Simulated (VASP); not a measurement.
# AlP (F-43m) in VASP: a series of runs, part 2 of 2

VASP 6.6.1.

### 3 Single point, PBEsol

This run uses another cell than the first one, of 16.41 Å³/atom, 1.134 times its volume.

Input file INCAR:

```
SYSTEM = AlP
PREC = Accurate
ENCUT = 500
EDIFF = 1E-6
ISMEAR = 0
SIGMA = 0.02
LREAL = .FALSE.
LASPH = .TRUE.
NELM = 120
ALGO = Normal
ISIF = 2
LWAVE = .FALSE.
LCHARG = .FALSE.
GGA = PS
NBANDS = 11
GGA_COMPAT = .FALSE.
```

Input file KPOINTS:

```
regular mesh
0
G
  10 10 10
  0 0 0
```

Input file POSCAR:

```
AlP
1.0
    0.0000000000      2.5409952457      2.5409952457
    2.5409952457      0.0000000000      2.5409952457
    2.5409952457      2.5409952457      0.0000000000
Al P
1 1
Direct
    0.0000000000      0.0000000000      0.0000000000
    0.7500000000      0.7500000000      0.7500000000
```

Potentials or basis: VASP PAW PBE potentials, release 64 (Al, P).

Run with:

```bash
cat potpaw_PBE.64/Al/POTCAR potpaw_PBE.64/P/POTCAR > POTCAR
mpirun -np 1 vasp_std > vasp.out
```

Run time: 10 s. Hardware: 1 thread of Intel Xeon 6975P-C (Granite Rapids), shared host; peak memory 0.15 GiB.

The run converged. Its results:

| Quantity | Value |
| --- | --- |
| Free energy | -10.3611 eV |
| Pressure | 30.1 GPa |
| Band gap on the k mesh | 0.93 eV, indirect (least direct gap 3.52 eV) |

Levels at points of the mesh, in eV from the valence-band top:
| k point | band 2 | band 3 | band 4 | band 5 | band 6 | band 7 |
| --- | --- | --- | --- | --- | --- | --- |
| (0.00, 0.00, 0.00) | 0.00 | 0.00 | 0.00 | 4.79 | 4.79 | 4.79 |
| (0.50, 0.00, 0.00) | -6.66 | -0.89 | -0.89 | 3.54 | 4.74 | 4.74 |
| (0.50, 0.50, 0.00) | -6.17 | -2.60 | -2.60 | 0.93 | 2.21 | 12.65 |

Caveat: the PAW data sets were made with another functional, which shifts forces and pressure a little. A k mesh can miss the band edges.

### 4 Single point, PBEsol

This run uses another cell than the first one, of 16.41 Å³/atom, 1.134 times its volume.

Input file INCAR:

```
ALGO     = Normal         # electronic algorithm
EDIFF    = 1E-6           # SCF threshold, eV
ENCUT    = 500            # plane-wave cutoff, eV
GGA      = PS             # functional
GGA_COMPAT= False        
ISIF     = 2              # what is computed and relaxed
ISMEAR   = 0              # smearing method
LASPH    = True           # aspherical terms in the spheres
LCHARG   = False          # write CHGCAR
LREAL    = False          # projectors in reciprocal space
LWAVE    = False          # write WAVECAR
NBANDS   = 11             # bands
NELM     = 120            # most SCF steps
PREC     = Accurate       # precision mode
SIGMA    = 0.02           # smearing width, eV
```

Input file KPOINTS:

```
k-points
0
Gamma
  10 10 10
```

POSCAR is that of step 3.

Run with:

```bash
cat potpaw_PBE.64/Al/POTCAR potpaw_PBE.64/P/POTCAR > POTCAR
mpirun -np 1 vasp_std > vasp.out
```

Wall time 9.5 s (1 thread of Intel Xeon 6975P-C (Granite Rapids), shared host); peak memory 0.15 GiB.

It converged, with:

```yaml
Free_energy: -10.3611 eV
Pressure: 30.1 GPa
Band_gap_on_the_k_mesh: 0.93 eV, indirect (least direct gap 3.52 eV)
```

Levels at points of the mesh, in eV from the valence-band top:
```
           k point  band 2  band 3  band 4  band 5  band 6  band 7
(0.00, 0.00, 0.00)    0.00    0.00    0.00    4.79    4.79    4.79
(0.50, 0.00, 0.00)   -6.66   -0.89   -0.89    3.54    4.74    4.74
(0.50, 0.50, 0.00)   -6.17   -2.60   -2.60    0.93    2.21   12.65
```

Caveat: the PAW data sets were made with another functional, which shifts forces and pressure a little.

### 5 Single point, PBEsol

This run uses another cell than the first one, of 17.92 Å³/atom, 1.239 times its volume.

Input file INCAR:

```
PREC = Accurate
ENCUT = 500
EDIFF = 1E-6
ISMEAR = 0
SIGMA = 0.02
LREAL = False
LASPH = True
NELM = 120
ALGO = Normal
ISIF = 2
LWAVE = False
LCHARG = False
GGA = PS
NBANDS = 11
GGA_COMPAT = False
```

Input file KPOINTS:

```
Automatic mesh
0
Gamma
  10 10 10
```

Input file POSCAR:

```
AlP
1.0
    0.0000000000      2.6170500298      2.6170500298
    2.6170500298      0.0000000000      2.6170500298
    2.6170500298      2.6170500298      0.0000000000
Al P
1 1
Direct
    0.0000000000      0.0000000000      0.0000000000
    0.7500000000      0.7500000000      0.7500000000
```

Potentials or basis: VASP PAW PBE potentials, release 64 (Al, P).

Run with:

```bash
cat potpaw_PBE.64/Al/POTCAR potpaw_PBE.64/P/POTCAR > POTCAR
mpirun -np 1 vasp_std > vasp.out
```

OUTCAR:

```text
PREC = Accurate
   ENCUT = 500
   EDIFF = 1E-6
   ISMEAR = 0
   LREAL = False
   LASPH = True
   NELM = 120
   ISIF = 2
   GGA = PS

 ion  position               nearest neighbor table
   1  0.000  0.000  0.000-   2 2.27   2 2.27   2 2.27   2 2.27
   2  0.750  0.750  0.750-   1 2.27   1 2.27   1 2.27   1 2.27

  LATTYP: Found a face centered cubic cell.
 ALAT       =     5.2341000596

  Lattice vectors:

 A1 = (   0.0000000000,   2.6170500298,   2.6170500298)
 A2 = (   2.6170500298,   0.0000000000,   2.6170500298)
 A3 = (   2.6170500298,   2.6170500298,   0.0000000000)

Analysis of symmetry for initial positions (statically):
=====================================================================
 Subroutine PRICEL returns:
 Original cell was already a primitive cell.

 Routine SETGRP: Setting up the symmetry group for a
 face centered cubic supercell.

 Subroutine GETGRP returns: Found 24 space group operations
 (whereof 24 operations were pure point group operations)
 out of a pool of 48 trial point group operations.

The static configuration has the point symmetry T_d .
[... 170 lines left out ...]
      1      -6.5395      2.00000
      2       5.7686      2.00000
      3       5.7686      2.00000
      4       5.7686      2.00000
      5      10.0651      0.00000
      6      10.4506      0.00000
      7      10.4506      0.00000
      8      10.4506      0.00000
      9      14.7084      0.00000
     10      14.7084      0.00000
     11      16.8088      0.00000
[... 309 lines left out ...]
 k-point    24 :       0.4000    0.3000    0.0000
  band No.  band energies     occupation
      1      -4.5878      2.00000
      2       1.1854      2.00000
      3       3.3874      2.00000
      4       3.7771      2.00000
      5       7.9147      0.00000
      6       9.1157      0.00000
      7      14.4037      0.00000
      8      14.4712      0.00000
      9      17.5050      0.00000
     10      17.7008      0.00000
     11      20.2190      0.00000

 [... further k-points ...]

------------------------ aborting loop because EDIFF is reached ----------------------------------------

  FORCE on cell =-STRESS in cart. coord.  units (eV):
  Direction    XX          YY          ZZ          XY          YZ          ZX
  --------------------------------------------------------------------------------------
  -------------------------------------------------------------------------------------
  Total        3.3860604      3.3860604      3.3860604      0.0000000      0.0000000      0.0000000
  in kB      151.3349429    151.3349429    151.3349429      0.0000000      0.0000000      0.0000000
  external PRESSURE =     151.3349429 kB  Pullay stress =       0.0000000 kB

 VOLUME and BASIS-vectors are now :
 -----------------------------------------------------------------------------
  energy-cutoff  :      500.00
  volume of cell :       35.85
      direct lattice vectors                 reciprocal lattice vectors
     0.000000000  2.617050030  2.617050030    -0.191054811  0.191054811  0.191054811
     2.617050030  0.000000000  2.617050030     0.191054811 -0.191054811  0.191054811
     2.617050030  2.617050030  0.000000000     0.191054811  0.191054811 -0.191054811

 POSITION                                       TOTAL-FORCE (eV/Angst)
 -----------------------------------------------------------------------------------
      0.00000      0.00000      0.00000        -0.000000     -0.000000     -0.000000
      3.92558      3.92558      3.92558         0.000000      0.000000      0.000000
 -----------------------------------------------------------------------------------
    total drift:                               -0.000000     -0.000000     -0.000000

  FREE ENERGIE OF THE ION-ELECTRON SYSTEM (eV)
  ---------------------------------------------------
  free  energy   TOTEN  =       -10.7803407202 eV

  energy  without entropy=      -10.7803407202  energy(sigma->0) =      -10.78034072
```

Wall time 8.8 s (1 thread of Intel Xeon 6975P-C (Granite Rapids), shared host); peak memory 0.15 GiB.

What came out:

* Free energy: -10.7803 eV
* Pressure: 15.1 GPa
* Band gap on the k mesh: 1.16 eV, indirect (least direct gap 3.56 eV)

Levels at points of the mesh, in eV from the valence-band top:
| k point | band 1 | band 2 | band 3 | band 4 | band 5 | band 6 | band 7 | band 8 | band 9 |
| --- | --- | --- | --- | --- | --- | --- | --- | --- | --- |
| (0.00, 0.00, 0.00) | -12.31 | 0.00 | 0.00 | 0.00 | 4.30 | 4.68 | 4.68 | 4.68 | 8.94 |
| (0.50, 0.00, 0.00) | -10.28 | -6.19 | -0.84 | -0.84 | 3.21 | 4.76 | 4.76 | 8.40 | 11.92 |
| (0.50, 0.50, 0.00) | -9.47 | -5.80 | -2.40 | -2.40 | 1.16 | 2.30 | 12.05 | 12.05 | 12.66 |

Caveat: the PAW data sets were made with another functional, which shifts forces and pressure a little. As with any semilocal functional, this PBEsol gap is likely too small.

### 6 The runs side by side

| cell | gap on the mesh (eV) | pressure (GPa) |
| --- | --- | --- |
| a = 3.446 Å, angles 60.0°, 2 atoms | 0.54 | 60.2 |
| a = 3.594 Å, angles 60.0°, 2 atoms | 0.93 | 30.1 |
| a = 3.701 Å, angles 60.0°, 2 atoms | 1.16 | 15.1 |

Alike in all rows: task single point; level PBEsol; potentials or basis VASP PAW PBE potentials, release 64 (Al, P); no spin polarisation; k mesh 10 × 10 × 10; cutoff (eV) 500; smearing gaussian 0.02 eV.

Caveats: the PAW data sets were made with another functional, which shifts forces and pressure a little.

Absolute energies hang on the potentials; compare differences alone.
